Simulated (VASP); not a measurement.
# Ir (P6_3/mmc) in VASP: notebook

The runs below take Ir through single point, with LDA.

Everything below comes from runs of VASP 6.6.1. Logs are shortened: lines on timing, memory, paths and dates and some standing lists are left out, and cuts for length are marked.

**1. The cell of the first run**

Symmetry: P6_3/mmc, No. 194, hexagonal system. Conventional cell: a = 2.767 Å, b = 2.767 Å, c = 9.040 Å, α = 90.00°, β = 90.00°, γ = 120.00°. Ir (site symmetry -3m) has 12 Ir at 2.77 Å within 3.6 Å. Ir (site symmetry -6m2) has 12 Ir at 2.77 Å within 3.6 Å.

This isn't the form of Ir at room conditions, which is fcc.

**2. Single point, LDA (14.99 Å³/atom)**

The input, INCAR:

```
SYSTEM = Ir
PREC = Accurate
ENCUT = 560
EDIFF = 1E-6
ISMEAR = -1
SIGMA = 0.1
LREAL = .False.
LASPH = .True.
NELM = 120
ALGO = Normal
ISIF = 2
LWAVE = .False.
LCHARG = .False.
GGA = CA
NBANDS = 42
GGA_COMPAT = .False.
```

The input, KPOINTS:

```
Automatic mesh
0
Gamma
  15 15 4
  0 0 0
```

The input, POSCAR:

```
Ir
1.0
    2.7670815869      0.0000000000      0.0000000000
   -1.3835407934      2.3963629486      0.0000000000
    0.0000000000      0.0000000000      9.0401446793
Ir
4
Direct
    1.0000000000      1.0000000000      1.0000000000
    1.0000000000      1.0000000000      0.5000000000
    0.3333333333      0.6666666667      0.2500000000
    0.6666666667      0.3333333333      0.7500000000
```

Potentials or basis: VASP PAW LDA potentials, release 64 (Ir_sv_GW).

Run with:

```bash
> cat potpaw_LDA.64/Ir_sv_GW/POTCAR > POTCAR
> mpirun -np 1 vasp_std > vasp.out
```

OUTCAR:

```text
SYSTEM = Ir
   PREC = Accurate
   ENCUT = 560
   EDIFF = 1E-6
   ISMEAR = -1
   LREAL = .False.
   LASPH = .True.
   NELM = 120
   ISIF = 2
   GGA = CA

 ion  position               nearest neighbor table
   1  0.000  0.000  0.000-   3 2.77   4 2.77   3 2.77   4 2.77   4 2.77   3 2.77
   2  0.000  0.000  0.500-   3 2.77   4 2.77   3 2.77   4 2.77   4 2.77   3 2.77
   3  0.333  0.667  0.250-   1 2.77   2 2.77   1 2.77   2 2.77   1 2.77   2 2.77
   4  0.667  0.333  0.750-   1 2.77   2 2.77   1 2.77   2 2.77   1 2.77   2 2.77

  LATTYP: Found a hexagonal cell.
 ALAT       =     2.7670815869
 C/A-ratio  =     3.2670322126

  Lattice vectors:

 A1 = (   2.7670815869,   0.0000000000,   0.0000000000)
 A2 = (  -1.3835407934,   2.3963629486,   0.0000000000)
 A3 = (   0.0000000000,   0.0000000000,   9.0401446793)

Analysis of symmetry for initial positions (statically):
=====================================================================
 Subroutine PRICEL returns:
 Original cell was already a primitive cell.

 Routine SETGRP: Setting up the symmetry group for a
 hexagonal supercell.

 Subroutine GETGRP returns: Found 24 space group operations
 (whereof 12 operations were pure point group operations)
 out of a pool of 24 trial point group operations.

The static configuration has the point symmetry D_3d.
 The point group associated with its full space group is D_6h.

Analysis of symmetry for dynamics (positions and initial velocities):
=====================================================================
 Subroutine PRICEL returns:
 Original cell was already a primitive cell.

 Routine SETGRP: Setting up the symmetry group for a
 hexagonal supercell.

 Subroutine GETGRP returns: Found 24 space group operations
 (whereof 12 operations were pure point group operations)
 out of a pool of 24 trial point group operations.

The dynamic configuration has the point symmetry D_3d.
 The point group associated with its full space group is D_6h.

 Subroutine INISYM returns: Found 24 space group operations
 (whereof 12 operations are pure point group operations),
 and found     1 'primitive' translations

----------------------------------------------------------------------------------------

                                     Primitive cell

  volume of cell :      59.9446

  direct lattice vectors                    reciprocal lattice vectors
     2.767081587  0.000000000  0.000000000     0.361391585  0.208649529  0.000000000
    -1.383540793  2.396362949  0.000000000     0.000000000  0.417299058  0.000000000
     0.000000000  0.000000000  9.040144679     0.000000000  0.000000000  0.110617699

  length of vectors
     2.767081587  2.767081587  9.040144679     0.417299058  0.417299058  0.110617699

  position of ions in fractional coordinates (direct lattice)
     0.000000000  0.000000000  0.000000000
     0.000000000  0.000000000  0.500000000
     0.333333333  0.666666667  0.250000000
     0.666666667  0.333333333  0.750000000

  ion indices of the primitive-cell ions
   primitive index   ion index
                 1           1
                 2           2
                 3           3
                 4           4

----------------------------------------------------------------------------------------

 KPOINTS: Automatic mesh

Automatic generation of k-mesh.
 Grid dimensions read from file:
 generate k-points for:   15   15    4

 Generating k-lattice:

  Cartesian coordinates                     Fractional coordinates (reciprocal lattice)
     0.024092772  0.013909969  0.000000000     0.066666667 -0.000000000  0.000000000
     0.000000000  0.027819937  0.000000000     0.000000000  0.066666667  0.000000000
     0.000000000  0.000000000  0.027654425     0.000000000  0.000000000  0.250000000

  Length of vectors
     0.027819937  0.027819937  0.027654425

  Shift w.r.t. Gamma in fractional coordinates (k-lattice)
     0.000000000  0.000000000  0.000000000

 Subroutine IBZKPT returns following result:
 ===========================================

 Found     81 irreducible k-points:

 Following reciprocal coordinates:
            Coordinates               Weight
  0.000000  0.000000  0.000000      1.000000
  0.066667  0.000000  0.000000      6.000000
  0.133333  0.000000  0.000000      6.000000
  0.200000  0.000000  0.000000      6.000000
  0.266667  0.000000  0.000000      6.000000
  0.333333  0.000000  0.000000      6.000000
[... 16 lines left out ...]
  0.333333  0.200000  0.000000     12.000000
  0.400000  0.200000  0.000000      6.000000
 [... further k-points ...]
   k-points           NKPTS =     81   k-points in BZ     NKDIM =     81   number of bands    NBANDS=     42
   number of dos      NEDOS =    301   number of ions     NIONS =      4
   total plane-waves  NPLWV =  40320
   dimension x,y,z NGX =    24 NGY =   24 NGZ =   70
   dimension x,y,z NGXF=    48 NGYF=   48 NGZF=  140
   ions per type =               4
   NGX,Y,Z   is equivalent  to a cutoff of  14.42, 14.42, 12.87 a.u.
   NGXF,Y,Z  is equivalent  to a cutoff of  28.84, 28.84, 25.75 a.u.
 SYSTEM =  Ir
   PREC   = accura    normal or accurate (medium, high low for compatibility)
   ISTART =      0    job   : 0-new  1-cont  2-samecut
   ICHARG =      2    charge: 1-file 2-atom 10-const
   ISPIN  =      1    spin polarized calculation?
   LNONCOLLINEAR =      F non collinear calculations
   LSORBIT =      F    spin-orbit coupling
   LASPH  =      T    aspherical Exc in radial PAW
   ENCUT  =  560.0 eV  41.16 Ry    6.42 a.u.   5.34  5.34 17.44*2*pi/ulx,y,z
   NELM   =    120;   NELMIN=  2; NELMDL= -5     # of ELM steps
   EDIFF  = 0.1E-05   stopping-criterion for ELM
   LREAL  =      F    real-space projection
[... 7 lines left out ...]
   TEBEG  =    0.0;   TEEND  =   0.0 temperature during run
   PSTRESS=    0.0 pullay stress
   NELECT =      68.0000    total number of electrons
   NUPDOWN=      -1.0000    fix difference up-down
   EMIN   =  10.00;   EMAX   =-10.00  energy-range for DOS
   EFERMI =   0.00;   METHOD = LEGACY
   ISMEAR =    -1;   SIGMA  =   0.10  broadening in eV -4-tet -1-fermi 0-gaus
   EFERMI_NEDOS =   21; number of points for ismear=-14 and -15
   IALGO  =     38    algorithm
   IMIX   =      4    mixing-type and parameters
     AMIX     =   0.40;   BMIX     =  1.00
     AMIX_MAG =   1.60;   BMIX_MAG =  1.00
  volume/ion in A,a.u.               =      14.99       101.13
  Fermi-wavevector in a.u.,A,eV,Ry     =   1.707371  3.226463 39.662543  2.915115
  Thomas-Fermi vector in A             =   2.786235
   LORBIT       =      0    0 simple, 1 ext, 2 COOP (PROOUT), +10 PAW based schemes
   GGA     = CA    functional components
   LHFCALC =     F    Hartree Fock is set to
   AEXX    =    0.0000 exact exchange contribution
   IVDW    =     0    specifies the selected vdW correction
   LEPSILON=     F    determine dielectric tensor
   LRPA    =     F    only Hartree local field effects (RPA)
 non-spin polarized calculation
  energy-cutoff  :      560.00
  volume of cell :       59.94
 maximum number of plane-waves:      1841
 NGX is ok and might be reduce to    24
   NGX = 11   NGY = 11   NGZ = 35

 number of electron      68.0000000 magnetization

 Free energy of the ion-electron system (eV)
  ---------------------------------------------------
  ext. energy  EPLUGINS =         0.00000000
  ---------------------------------------------------
  free energy    TOTEN  =       -43.20159334 eV

  energy without entropy =      -43.06135891  energy(sigma->0) =      -43.13147613

 E-fermi :  11.5714     XC(G=0): -14.4193

 val. band max:       11.5705808279   @ k =   0.2667   0.0000   0.2500
 cond. band min:      11.5718027294   @ k =   0.1333   0.1333   0.0000
 fundamental gap:      0.0012219015
 Fermi energy:        11.5713748785

 k-point     1 :       0.0000    0.0000    0.0000
  band No.  band energies     occupation
      1     -80.8156      2.00000
      2     -80.7964      2.00000
      3     -80.7821      2.00000
      4     -80.7631      2.00000
      5     -38.1795      2.00000
      6     -37.8655      2.00000
[... 34 lines left out ...]
     41      18.1878      0.00000
     42      24.1635      0.00000

 k-point     2 :       0.0667    0.0000    0.0000
  band No.  band energies     occupation
      1     -80.8138      2.00000
      2     -80.7952      2.00000
      3     -80.7809      2.00000
      4     -80.7616      2.00000
      5     -38.1706      2.00000
      6     -37.8684      2.00000
[... 34 lines left out ...]
     41      18.1366      0.00000
     42      24.4037      0.00000

 k-point     3 :       0.1333    0.0000    0.0000
  band No.  band energies     occupation
      1     -80.8084      2.00000
      2     -80.7908      2.00000
      3     -80.7766      2.00000
      4     -80.7588      2.00000
      5     -38.1444      2.00000
      6     -37.8807      2.00000
[... 34 lines left out ...]
     41      17.9943      0.00000
     42      24.9522      0.00000

 k-point     4 :       0.2000    0.0000    0.0000
  band No.  band energies     occupation
      1     -80.8002      2.00000
      2     -80.7845      2.00000
      3     -80.7706      2.00000
      4     -80.7548      2.00000
      5     -38.1043      2.00000
      6     -37.9167      2.00000
[... 844 lines left out ...]
     41      19.6168      0.00000
     42      20.3136      0.00000

 k-point    23 :       0.3333    0.2000    0.0000
  band No.  band energies     occupation
      1     -80.7633      2.00000
      2     -80.7607      2.00000
      3     -80.7464      2.00000
      4     -80.7439      2.00000
      5     -38.1118      2.00000
      6     -38.0764      2.00000
[... 34 lines left out ...]
     41      18.8480      0.00000
     42      19.6556      0.00000

 k-point    24 :       0.4000    0.2000    0.0000
  band No.  band energies     occupation
      1     -80.7612      2.00000
      2     -80.7595      2.00000
      3     -80.7454      2.00000
      4     -80.7436      2.00000
      5     -38.1221      2.00000
      6     -38.0848      2.00000
[... 34 lines left out ...]
     41      18.3080      0.00000
     42      18.7145      0.00000

 [... further k-points ...]

------------------------ aborting loop because EDIFF is reached ----------------------------------------

  FORCE on cell =-STRESS in cart. coord.  units (eV):
  Direction    XX          YY          ZZ          XY          YZ          ZX
  --------------------------------------------------------------------------------------
  -------------------------------------------------------------------------------------
  Total       -9.7388528     -9.7388528     -9.7934741     -0.0000000      0.0000000      0.0000000
  in kB     -260.2965691   -260.2965691   -261.7564667     -0.0000000      0.0000000      0.0000000
  external PRESSURE =    -260.7832017 kB  Pullay stress =       0.0000000 kB

 VOLUME and BASIS-vectors are now :
 -----------------------------------------------------------------------------
  energy-cutoff  :      560.00
  volume of cell :       59.94
      direct lattice vectors                 reciprocal lattice vectors
     2.767081587  0.000000000  0.000000000     0.361391585  0.208649529  0.000000000
    -1.383540793  2.396362949  0.000000000     0.000000000  0.417299058  0.000000000
     0.000000000  0.000000000  9.040144679     0.000000000  0.000000000  0.110617699

 POSITION                                       TOTAL-FORCE (eV/Angst)
 -----------------------------------------------------------------------------------
      0.00000      0.00000      0.00000         0.000000      0.000000      0.000000
      0.00000      0.00000      4.52007         0.000000      0.000000      0.000000
     -0.00000      1.59758      2.26004         0.000000      0.000000     -0.000000
      1.38354      0.79879      6.78011        -0.000000      0.000000      0.000000
 -----------------------------------------------------------------------------------
    total drift:                               -0.000000      0.000000     -0.000000

  FREE ENERGIE OF THE ION-ELECTRON SYSTEM (eV)
  ---------------------------------------------------
  free  energy   TOTEN  =       -43.2015933374 eV

  energy  without entropy=      -43.0613589129  energy(sigma->0) =      -43.13147613
```

It took 97 s on 1 thread of Intel Xeon Platinum 8559C (Emerald Rapids), shared host; peak memory 0.28 GiB.

What came out:

```yaml
Free_energy: -43.2016 eV
Pressure: -26.1 GPa
Band_gap_on_the_k_mesh: zero (bands 34 and 35 overlap by 2.31 eV)
```

Levels at points of the mesh, in eV from the Fermi level:
| k point | band 31 | band 32 | band 33 | band 34 | band 35 | band 36 | band 37 | band 38 |
| --- | --- | --- | --- | --- | --- | --- | --- | --- |
| (0.00, 0.00, 0.00) | -3.05 | -1.64 | -1.64 | -0.95 | -0.95 | -0.58 | -0.32 | -0.32 |
| (0.00, 0.00, 0.50) | -2.46 | -2.46 | -1.27 | -1.27 | -1.27 | -1.27 | 0.19 | 0.19 |

Caveat: the cell stands under tension; spin-orbit coupling is left out, which moves the levels of the heavy elements.

**3. Single point, LDA (13.88 Å³/atom)**

This run uses another cell than the first one, of 13.88 Å³/atom.

The input, INCAR:

```
SYSTEM = Ir
  PREC = Accurate
  ENCUT = 560
  EDIFF = 1E-6
  ISMEAR = -1
  SIGMA = 0.1
  LREAL = .False.
  LASPH = .True.
  NELM = 120
  ALGO = Normal
  ISIF = 2
  LWAVE = .False.
  LCHARG = .False.
  NBANDS = 42
  GGA_COMPAT = .False.
```

KPOINTS is that of step 2.

The input, POSCAR:

```
Ir
1.0
    2.6969985477      0.0000000000      0.0000000000
   -1.3484992739      2.3356692563      0.0000000000
    0.0000000000      0.0000000000      8.8111811327
Ir
4
Direct
    1.0000000000      1.0000000000      1.0000000000
    1.0000000000      1.0000000000      0.5000000000
    0.3333333333      0.6666666667      0.2500000000
    0.6666666667      0.3333333333      0.7500000000
```

Potentials or basis: VASP PAW LDA potentials, release 64 (Ir_sv_GW).

Run with:

```bash
> cat potpaw_LDA.64/Ir_sv_GW/POTCAR > POTCAR
> mpirun -np 1 vasp_std > vasp.out
```

OUTCAR:

```text
SYSTEM = Ir
   PREC = Accurate
   ENCUT = 560
   EDIFF = 1E-6
   ISMEAR = -1
   LREAL = .False.
   LASPH = .True.
   NELM = 120
   ISIF = 2

 ion  position               nearest neighbor table
   1  0.000  0.000  0.000-   3 2.70   4 2.70   4 2.70   3 2.70   4 2.70   3 2.70
   2  0.000  0.000  0.500-   3 2.70   4 2.70   4 2.70   3 2.70   4 2.70   3 2.70
   3  0.333  0.667  0.250-   1 2.70   2 2.70   1 2.70   2 2.70   1 2.70   2 2.70
   4  0.667  0.333  0.750-   1 2.70   2 2.70   1 2.70   2 2.70   1 2.70   2 2.70

  LATTYP: Found a hexagonal cell.
 ALAT       =     2.6969985477
 C/A-ratio  =     3.2670322126

  Lattice vectors:

 A1 = (   2.6969985477,   0.0000000000,   0.0000000000)
 A2 = (  -1.3484992739,   2.3356692563,   0.0000000000)
 A3 = (   0.0000000000,   0.0000000000,   8.8111811327)

Analysis of symmetry for initial positions (statically):
=====================================================================
 Subroutine PRICEL returns:
 Original cell was already a primitive cell.

 Routine SETGRP: Setting up the symmetry group for a
 hexagonal supercell.

 Subroutine GETGRP returns: Found 24 space group operations
 (whereof 12 operations were pure point group operations)
 out of a pool of 24 trial point group operations.

The static configuration has the point symmetry D_3d.
 The point group associated with its full space group is D_6h.

Analysis of symmetry for dynamics (positions and initial velocities):
=====================================================================
 Subroutine PRICEL returns:
 Original cell was already a primitive cell.

 Routine SETGRP: Setting up the symmetry group for a
 hexagonal supercell.

 Subroutine GETGRP returns: Found 24 space group operations
 (whereof 12 operations were pure point group operations)
 out of a pool of 24 trial point group operations.

The dynamic configuration has the point symmetry D_3d.
[... 121 lines left out ...]
   IALGO  =     38    algorithm
   IMIX   =      4    mixing-type and parameters
     AMIX     =   0.40;   BMIX     =  1.00
     AMIX_MAG =   1.60;   BMIX_MAG =  1.00
  volume/ion in A,a.u.               =      13.88        93.64
  Fermi-wavevector in a.u.,A,eV,Ry     =   1.751738  3.310304 41.750632  3.068585
  Thomas-Fermi vector in A             =   2.822204
   LORBIT       =      0    0 simple, 1 ext, 2 COOP (PROOUT), +10 PAW based schemes
   GGA     = CA    functional components
   LHFCALC =     F    Hartree Fock is set to
   AEXX    =    0.0000 exact exchange contribution
   IVDW    =     0    specifies the selected vdW correction
   LEPSILON=     F    determine dielectric tensor
   LRPA    =     F    only Hartree local field effects (RPA)
 non-spin polarized calculation
  energy-cutoff  :      560.00
  volume of cell :       55.50
 maximum number of plane-waves:      1688
 NGX is ok and might be reduce to    24
   NGX = 11   NGY = 11   NGZ = 35

 number of electron      68.0000000 magnetization

 Free energy of the ion-electron system (eV)
  ---------------------------------------------------
  ext. energy  EPLUGINS =         0.00000000
  ---------------------------------------------------
  free energy    TOTEN  =       -43.55054431 eV

  energy without entropy =      -43.43003154  energy(sigma->0) =      -43.49028792

 E-fermi :  13.0597     XC(G=0): -14.9080

 val. band max:       13.0515293070   @ k =   0.3333   0.3333   0.0000
 cond. band min:      13.0634277932   @ k =   0.1333   0.1333   0.0000
 fundamental gap:      0.0118984863
 Fermi energy:        13.0596592078

 k-point     1 :       0.0000    0.0000    0.0000
  band No.  band energies     occupation
      1     -79.5535      2.00000
      2     -79.5252      2.00000
      3     -79.5062      2.00000
      4     -79.4780      2.00000
      5     -37.0522      2.00000
      6     -36.6363      2.00000
[... 1069 lines left out ...]
     41      20.2780      0.00000
     42      20.9284      0.00000

 [... further k-points ...]

------------------------ aborting loop because EDIFF is reached ----------------------------------------

  FORCE on cell =-STRESS in cart. coord.  units (eV):
  Direction    XX          YY          ZZ          XY          YZ          ZX
  --------------------------------------------------------------------------------------
  -------------------------------------------------------------------------------------
  Total       -0.1841865     -0.1841865     -0.1715065      0.0000000      0.0000000      0.0000000
  in kB       -5.3167002     -5.3167002     -4.9506826      0.0000000      0.0000000      0.0000000
  external PRESSURE =      -5.1946943 kB  Pullay stress =       0.0000000 kB

 VOLUME and BASIS-vectors are now :
 -----------------------------------------------------------------------------
  energy-cutoff  :      560.00
  volume of cell :       55.50
      direct lattice vectors                 reciprocal lattice vectors
     2.696998548  0.000000000  0.000000000     0.370782550  0.214071405  0.000000000
    -1.348499274  2.335669256  0.000000000     0.000000000  0.428142811  0.000000000
     0.000000000  0.000000000  8.811181133     0.000000000  0.000000000  0.113492162

 POSITION                                       TOTAL-FORCE (eV/Angst)
 -----------------------------------------------------------------------------------
      0.00000      0.00000      0.00000        -0.000000      0.000000     -0.000000
      0.00000      0.00000      4.40559        -0.000000      0.000000     -0.000000
     -0.00000      1.55711      2.20280         0.000000      0.000000      0.000000
      1.34850      0.77856      6.60839        -0.000000     -0.000000      0.000000
 -----------------------------------------------------------------------------------
    total drift:                               -0.000000      0.000000     -0.000000

  FREE ENERGIE OF THE ION-ELECTRON SYSTEM (eV)
  ---------------------------------------------------
  free  energy   TOTEN  =       -43.5505443090 eV

  energy  without entropy=      -43.4300315391  energy(sigma->0) =      -43.49028792
```

stdout:

```text
POSCAR found type information on POSCAR Ir
 POSCAR found :  1 types and       4 ions
 scaLAPACK will be used
 LDA part: xc-table for (Slater(with rela. corr.)+CA(PZ))
 , standard interpolation
 POSCAR, INCAR and KPOINTS ok, starting setup
 FFT: planning ... GRIDC
 FFT: planning ... GRID_SOFT
 FFT: planning ... GRID
 WAVECAR not read
 entering main loop
```

It took 2.3 min on 1 thread of Intel Xeon Platinum 8559C (Emerald Rapids), shared host; peak memory 0.28 GiB.

Results:

```
Free energy            : -43.5505 eV
Pressure               : -0.5 GPa
Band gap on the k mesh : zero (bands 34 and 35 overlap by 2.63 eV)
```

Caveat: spin-orbit coupling is left out, which moves the levels of the heavy elements.
